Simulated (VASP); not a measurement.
GaP: single point with PBE

The system is GaP.

```xyz
2
Lattice="0.0000 2.6963 2.6963 2.6963 0.0000 2.6963 2.6963 2.6963 0.0000" Properties=species:S:1:pos:R:3 pbc="T T T"
Ga    0.0000    0.0000    0.0000
P     1.3482    1.3482    1.3482
```

This cell differs from its parent crystal: volume changed by -6%.

```yaml
Program: VASP 6.6.1
Task: single point
Functional: PBE
Potentials_or_basis: VASP PAW PBE potentials, release 64 (Ga_d, P)
Cutoff: 500 eV
k_mesh: 6 × 6 × 6
Occupations: gaussian, width 0.01 eV
Spin: no spin polarisation
Dipole_correction: no
Further_INCAR_settings: ALGO = Normal; EDIFF = 1e-06; NBANDS = 16
```

```
Pressure               : 5.4 GPa
Band gap on the k mesh : 1.58 eV, indirect (least direct gap 2.09 eV)
```

Levels at points of the mesh, in eV from the valence-band top:
| k point | band 6 | band 7 | band 8 | band 9 | band 10 | band 11 | band 12 | band 13 |
| --- | --- | --- | --- | --- | --- | --- | --- | --- |
| (0.00, 0.00, 0.00) | -12.74 | 0.00 | 0.00 | 0.00 | 2.09 | 3.88 | 3.88 | 3.88 |
| (0.50, 0.00, 0.00) | -10.56 | -6.82 | -1.17 | -1.17 | 1.77 | 4.71 | 4.71 | 8.34 |
| (0.50, 0.50, 0.00) | -9.62 | -6.91 | -2.80 | -2.80 | 1.58 | 1.79 | 10.83 | 10.83 |

Run time: 11 s on 1 thread of AMD EPYC 7R43 64-Core Processor (Zen 3), with other jobs on the host, peak memory 0.12 GiB.

 A k mesh can miss the band edges.
